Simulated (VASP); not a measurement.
**CdSe: single point with LDA**

Crystal: CdSe.

```
CELL_PARAMETERS angstrom
0.00000 3.07027 3.07027
3.07027 0.00000 3.07027
3.07027 3.07027 0.00000
ATOMIC_POSITIONS crystal
Cd 0.00000 0.00000 0.00000
Se 0.25000 0.25000 0.25000
```

```yaml
Program: VASP 6.6.1
Task: single point
Functional: LDA
Potentials_or_basis: VASP PAW LDA potentials, release 64 (Cd, Se)
Cutoff: 520 eV
k_mesh: 6 × 6 × 6
Occupations: gaussian, width 0.1 eV
Spin: no spin polarisation
Dipole_correction: no
Further_INCAR_settings: ALGO = Normal; EDIFF = 1e-06; NBANDS = 16
```

```json
{
  "Pressure": "-2.9 GPa",
  "Band gap on the k mesh": "0.30 eV"
}
```

Levels at points of the mesh, in eV from the valence-band top:
```csv
k point,band 6,band 7,band 8,band 9,band 10,band 11,band 12,band 13
"(0.00, 0.00, 0.00)",-7.51,0.00,0.00,0.00,0.30,5.79,5.79,5.79
"(0.50, 0.00, 0.00)",-7.24,-4.32,-0.72,-0.72,2.16,6.30,6.30,7.11
"(0.50, 0.50, 0.00)",-7.18,-4.04,-1.79,-1.79,2.98,3.58,8.74,9.85
```

It took 17 s on 1 thread of Intel Xeon 8259CL (shared host), peak memory 0.16 GiB.

Caveat: semilocal functionals underestimate gaps, and a narrow one can read as zero.
